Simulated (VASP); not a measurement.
# Te2Mo in VASP: single point with PBE0

Aim: the single point of Te2Mo with PBE0.

Program: VASP 6.6.1. These are calculated values, not measurements. Logs are shortened: lines on timing, memory, paths and dates and some standing lists are left out, and cuts for length are marked.

## (1) The cell of the first run

The typed cell holds 6 atoms: a = 3.505 Å, b = 3.505 Å, c = 13.752 Å, α = 90.00°, β = 90.00°, γ = 60.00°.

## (2) Single point, PBE0

File POSCAR:

```
Te2Mo
1.0
    1.7526120000      3.0356110000      0.0000000000
   -1.7526120000      3.0356110000      0.0000000000
    0.0000000000      0.0000000000     13.7522450000
Te Mo
4 2
Direct
    0.3333000000      0.3334000000      0.6250000000
    0.6666000000      0.6667000000      0.1250000000
    0.3333000000      0.3334000000      0.8750000000
    0.6667000000      0.6667000000      0.3750000000
    0.3333000000      0.3334000000      0.2500000000
    0.6666000000      0.6667000000      0.7500000000
```

File INCAR.step1:

```
ALGO = Normal
EDIFF = 1E-5
ENCUT = 520
GGA = PE
ISIF = 2
ISMEAR = -1
LASPH = T
LCHARG = F
LREAL = F
LWAVE = T
NBANDS = 35
NELM = 80
PREC = Accurate
SIGMA = 0.1
```

File INCAR.step2:

```
AEXX = 0.25
ALGO = Normal
EDIFF = 1E-6
ENCUT = 520
GGA = PE
ISIF = 2
ISMEAR = -1
ISTART = 1
LASPH = T
LCHARG = F
LHFCALC = T
LREAL = F
LWAVE = F
NBANDS = 35
NELM = 80
PREC = Accurate
PRECFOCK = Fast
SIGMA = 0.1
```

File KPOINTS:

```
k-points
0
Gamma
  4 4 1
```

Potentials or basis: VASP PAW PBE potentials, release 64 (Te, Mo_sv).

Run with:

```bash
$ cat potpaw_PBE.64/Te/POTCAR potpaw_PBE.64/Mo_sv/POTCAR > POTCAR
$ cp INCAR.step1 INCAR
$ mpirun -np 1 vasp_std > vasp.out
$ cp INCAR.step2 INCAR
$ mpirun -np 1 vasp_std > vasp.out
```

OUTCAR:

```text
AEXX = 0.25
   EDIFF = 1E-6
   ENCUT = 520
   GGA = PE
   ISIF = 2
   ISMEAR = -1
   ISTART = 1
   LASPH = T
   LHFCALC = T
   LREAL = F
   NELM = 80
   PREC = Accurate
   PRECFOCK = Fast

 ion  position               nearest neighbor table
   1  0.333  0.333  0.625-   6 2.66   6 2.66   6 2.66   3 3.44
   2  0.667  0.667  0.125-   5 2.66   5 2.66   5 2.66   4 3.44
   3  0.333  0.333  0.875-   6 2.66   6 2.66   6 2.66   1 3.44
   4  0.667  0.667  0.375-   5 2.66   5 2.66   5 2.66   2 3.44
   5  0.333  0.333  0.250-   2 2.66   4 2.66   4 2.66   2 2.66   2 2.66   4 2.66
   6  0.667  0.667  0.750-   1 2.66   3 2.66   1 2.66   3 2.66   1 2.66   3 2.66

  LATTYP: Found a hexagonal cell.
 ALAT       =     3.5052222420
 C/A-ratio  =     3.9233589343

  Lattice vectors:

 A1 = (   1.7526120000,  -3.0356110000,   0.0000000000)
 A2 = (   1.7526120000,   3.0356110000,   0.0000000000)
 A3 = (   0.0000000000,   0.0000000000,  13.7522450000)

Analysis of symmetry for initial positions (statically):
=====================================================================
 Subroutine PRICEL returns:
 Original cell was already a primitive cell.

 Routine SETGRP: Setting up the symmetry group for a
 hexagonal supercell.

 Subroutine GETGRP returns: Found  1 space group operations
 (whereof  1 operations were pure point group operations)
 out of a pool of 24 trial point group operations.

The static configuration has the point symmetry C_1 .

Analysis of symmetry for dynamics (positions and initial velocities):
=====================================================================
 Subroutine PRICEL returns:
 Original cell was already a primitive cell.

 Routine SETGRP: Setting up the symmetry group for a
 hexagonal supercell.

 Subroutine GETGRP returns: Found  1 space group operations
 (whereof  1 operations were pure point group operations)
 out of a pool of 24 trial point group operations.

The dynamic configuration has the point symmetry C_1 .

 Subroutine INISYM returns: Found  1 space group operations
 (whereof  1 operations are pure point group operations),
 and found     1 'primitive' translations

----------------------------------------------------------------------------------------

                                     Primitive cell

  volume of cell :     146.3307

  direct lattice vectors                    reciprocal lattice vectors
     1.752612000  3.035611000  0.000000000     0.285288472  0.164711486  0.000000000
    -1.752612000  3.035611000  0.000000000    -0.285288472  0.164711486  0.000000000
     0.000000000  0.000000000 13.752245000     0.000000000  0.000000000  0.072715400

  length of vectors
     3.505222242  3.505222242 13.752245000     0.329422808  0.329422808  0.072715400

  position of ions in fractional coordinates (direct lattice)
     0.333300000  0.333400000  0.625000000
     0.666600000  0.666700000  0.125000000
     0.333300000  0.333400000  0.875000000
     0.666700000  0.666700000  0.375000000
     0.333300000  0.333400000  0.250000000
     0.666600000  0.666700000  0.750000000

  ion indices of the primitive-cell ions
   primitive index   ion index
                 1           1
                 2           2
                 3           3
                 4           4
                 5           5
                 6           6

----------------------------------------------------------------------------------------

 KPOINTS: k-points

Automatic generation of k-mesh.
 Grid dimensions read from file:
 generate k-points for:    4    4    1

 Generating k-lattice:

  Cartesian coordinates                     Fractional coordinates (reciprocal lattice)
     0.071322118  0.041177872  0.000000000     0.250000000  0.000000000  0.000000000
    -0.071322118  0.041177872  0.000000000     0.000000000  0.250000000  0.000000000
     0.000000000  0.000000000  0.072715400     0.000000000  0.000000000  1.000000000

  Length of vectors
     0.082355702  0.082355702  0.072715400

  Shift w.r.t. Gamma in fractional coordinates (k-lattice)
     0.000000000  0.000000000  0.000000000

 Subroutine IBZKPT returns following result:
 ===========================================

 Found     10 irreducible k-points:

 Following reciprocal coordinates:
            Coordinates               Weight
  0.000000  0.000000  0.000000      1.000000
  0.250000  0.000000  0.000000      2.000000
  0.250000  0.250000  0.000000      2.000000
  0.000000  0.250000  0.000000      2.000000
  0.500000  0.000000  0.000000      1.000000
  0.500000  0.500000  0.000000      1.000000
  0.000000  0.500000  0.000000      1.000000
  0.500000  0.250000  0.000000      2.000000
  0.250000  0.500000  0.000000      2.000000
 -0.250000  0.250000  0.000000      2.000000
   k-points           NKPTS =     10   k-points in BZ     NKDIM =     16   number of bands    NBANDS=     35
   number of dos      NEDOS =    301   number of ions     NIONS =      6
   total plane-waves  NPLWV =  84672
   dimension x,y,z NGX =    28 NGY =   28 NGZ =  108
   dimension x,y,z NGXF=    56 NGYF=   56 NGZF=  216
   ions per type =               4   2
   NGX,Y,Z   is equivalent  to a cutoff of  13.28, 13.28, 13.06 a.u.
   NGXF,Y,Z  is equivalent  to a cutoff of  26.56, 26.56, 26.11 a.u.
 SYSTEM =  unknown system
   PREC   = accura    normal or accurate (medium, high low for compatibility)
   ISTART =      1    job   : 0-new  1-cont  2-samecut
   ICHARG =      0    charge: 1-file 2-atom 10-const
   ISPIN  =      1    spin polarized calculation?
   LNONCOLLINEAR =      F non collinear calculations
   LSORBIT =      F    spin-orbit coupling
   LASPH  =      T    aspherical Exc in radial PAW
   ENCUT  =  520.0 eV  38.22 Ry    6.18 a.u.   6.52  6.52 25.57*2*pi/ulx,y,z
   NELM   =     80;   NELMIN=  2; NELMDL=  0     # of ELM steps
   EDIFF  = 0.1E-05   stopping-criterion for ELM
   LREAL  =      F    real-space projection
   EDIFFG = 0.1E-04   stopping-criterion for IOM
   NSW    =      0    number of steps for IOM
   IBRION =     -1    ionic relax: 0-MD 1-quasi-New 2-CG
   NFREE  =      0    steps in history (QN), initial steepest desc. (CG)
   ISIF   =      2    stress and relaxation
   ISYM   =      3    0-nonsym 1-usesym 2-fastsym
   POTIM  = 0.5000    time-step for ionic-motion
   TEBEG  =    0.0;   TEEND  =   0.0 temperature during run
   PSTRESS=    0.0 pullay stress
   NELECT =      52.0000    total number of electrons
   NUPDOWN=      -1.0000    fix difference up-down
   EMIN   =  10.00;   EMAX   =-10.00  energy-range for DOS
   EFERMI =   0.00;   METHOD = LEGACY
   ISMEAR =    -1;   SIGMA  =   0.10  broadening in eV -4-tet -1-fermi 0-gaus
   EFERMI_NEDOS =   21; number of points for ismear=-14 and -15
   IALGO  =     38    algorithm
   IMIX   =      1    mixing-type and parameters
     AMIX     =   0.40;   BMIX     =  1.00
     AMIX_MAG =   1.60;   BMIX_MAG =  1.00
  volume/ion in A,a.u.               =      24.39       164.58
  Fermi-wavevector in a.u.,A,eV,Ry     =   1.159571  2.191272 18.294469  1.344606
  Thomas-Fermi vector in A             =   2.296162
   LORBIT       =      0    0 simple, 1 ext, 2 COOP (PROOUT), +10 PAW based schemes
   GGA     = PE    functional components
   LHFCALC =     T    Hartree Fock is set to
   PRECFOCK=fast      Normal, Fast or Accurate (Low or Medium for compatibility)
   ENCUT4O =  -1.0   cutoff for four orbital integrals eV
   NKREDX  =     1    reduce k-point grid by
   NKREDY  =     1    reduce k-point grid by
   NKREDZ  =     1    reduce k-point grid by
   AEXX    =    0.2500 exact exchange contribution
   HFSCREEN=    0.0000 screening length (either q_TF or 0.3 A-1)
   HFSCREENC=   0.0000 screening length for correlation (either q_TF or 0.3 A-1)
   ENCUTFOCK=  -1.0 apply spherical cutoff to Coloumb kernel
   IVDW    =     0    specifies the selected vdW correction
   LEPSILON=     F    determine dielectric tensor
   LRPA    =     F    only Hartree local field effects (RPA)
 non-spin polarized calculation
  energy-cutoff  :      520.00
  volume of cell :      146.33
 maximum number of plane-waves:      3975
 NGX is ok and might be reduce to    28
  NGX = 16; NGY = 16; NGZ = 64

 number of electron      52.0000000 magnetization

 Free energy of the ion-electron system (eV)
  ---------------------------------------------------
  ext. energy  EPLUGINS =         0.00000000
  ---------------------------------------------------
  free energy    TOTEN  =       -48.16184042 eV

  energy without entropy =      -48.16180645  energy(sigma->0) =      -48.16182344

 E-fermi :   8.8564     XC(G=0):  -8.2920

 val. band max:        7.9537024993   @ k =   0.0000   0.0000   0.0000
 cond. band min:       9.9478208604   @ k =   0.5000   0.2500   0.0000
 fundamental gap:      1.9941183611
 Fermi energy:         8.8563625018

 k-point     1 :       0.0000    0.0000    0.0000
  band No.  band energies     occupation
      1     -57.1369      2.00000
      2     -57.1368      2.00000
      3     -29.9021      2.00000
      4     -29.9020      2.00000
      5     -29.7818      2.00000
      6     -29.7817      2.00000
[... 27 lines left out ...]
     34      12.8072      0.00000
     35      14.9229      0.00000

 k-point     2 :       0.2500    0.0000    0.0000
  band No.  band energies     occupation
      1     -57.1295      2.00000
      2     -57.1294      2.00000
      3     -29.8822      2.00000
      4     -29.8818      2.00000
      5     -29.8801      2.00000
      6     -29.8798      2.00000
[... 27 lines left out ...]
     34      13.0689      0.00000
     35      15.7337      0.00000

 k-point     3 :       0.2500    0.2500    0.0000
  band No.  band energies     occupation
      1     -57.1295      2.00000
      2     -57.1294      2.00000
      3     -29.8822      2.00000
      4     -29.8818      2.00000
      5     -29.8801      2.00000
      6     -29.8799      2.00000
[... 27 lines left out ...]
     34      13.0686      0.00000
     35      15.7475      0.00000
[... 191 lines left out ...]
 k-point     9 :       0.2500    0.5000    0.0000
  band No.  band energies     occupation
      1     -57.1220      2.00000
      2     -57.1219      2.00000
      3     -29.9417      2.00000
      4     -29.9415      2.00000
      5     -29.8650      2.00000
      6     -29.8648      2.00000
[... 27 lines left out ...]
     34      13.9201      0.00000
     35      14.3473      0.00000

 k-point    10 :      -0.2500    0.2500    0.0000
  band No.  band energies     occupation
      1     -57.1220      2.00000
      2     -57.1219      2.00000
      3     -29.9416      2.00000
      4     -29.9414      2.00000
      5     -29.8650      2.00000
      6     -29.8649      2.00000
[... 27 lines left out ...]
     34      13.9196      0.00000
     35      14.3473      0.00000

------------------------ aborting loop because EDIFF is reached ----------------------------------------

  FORCE on cell =-STRESS in cart. coord.  units (eV):
  Direction    XX          YY          ZZ          XY          YZ          ZX
  --------------------------------------------------------------------------------------
  -------------------------------------------------------------------------------------
  Total        2.8924751      2.8972212      9.2122313      0.0008277     -0.0042026     -0.0024263
  in kB       31.6697563     31.7217209    100.8648675      0.0090625     -0.0460142     -0.0265661
  external PRESSURE =      54.7521149 kB  Pullay stress =       0.0000000 kB

 VOLUME and BASIS-vectors are now :
 -----------------------------------------------------------------------------
  energy-cutoff  :      520.00
  volume of cell :      146.33
      direct lattice vectors                 reciprocal lattice vectors
     1.752612000  3.035611000  0.000000000     0.285288472  0.164711486  0.000000000
    -1.752612000  3.035611000  0.000000000    -0.285288472  0.164711486  0.000000000
     0.000000000  0.000000000 13.752245000     0.000000000  0.000000000  0.072715400

 POSITION                                       TOTAL-FORCE (eV/Angst)
 -----------------------------------------------------------------------------------
     -0.00018      2.02384      8.59515         0.000015     -0.001839     -1.081202
     -0.00018      4.04738      1.71903        -0.000063      0.001757     -1.081202
     -0.00018      2.02384     12.03321         0.000003     -0.001859      1.081202
      0.00000      4.04768      5.15709        -0.001553     -0.000824      1.081202
     -0.00018      2.02384      3.43806         0.001594     -0.000948     -0.000000
     -0.00018      4.04738     10.31418         0.000004      0.003712      0.000000
 -----------------------------------------------------------------------------------
    total drift:                               -0.000001      0.000001      0.000000

  FREE ENERGIE OF THE ION-ELECTRON SYSTEM (eV)
  ---------------------------------------------------
  free  energy   TOTEN  =       -48.1618404238 eV

  energy  without entropy=      -48.1618064513  energy(sigma->0) =      -48.16182344
```

Wall time 37 min (1 thread of Intel Xeon Platinum 8259CL at 2.50GHz (Skylake/Cascade Lake), shared host); peak memory 0.32 GiB.

What came out:

```
Free energy            : -48.1618 eV
Pressure               : 5.5 GPa
Largest force          : 1.081 eV/Å
Band gap on the k mesh : 1.99 eV (least direct gap 2.83 eV)
```

Forces on the atoms (eV/Å):
```
Te   0.000 -0.002 -1.081
Te   0.000  0.002 -1.081
Te   0.000 -0.002  1.081
Te  -0.002 -0.001  1.081
Mo   0.002 -0.001  0.000
Mo   0.000  0.004  0.000
```

Stress tensor (GPa, compression positive):
```
 3.17  0.00  0.00
 0.00  3.17  0.00
 0.00  0.00 10.09
```

Caveat: the k points lie up to 0.52 Å⁻¹ apart; the PAW data sets were made with another functional, which shifts forces and pressure a little; spin-orbit coupling is left out, which moves the levels of the heavy elements.
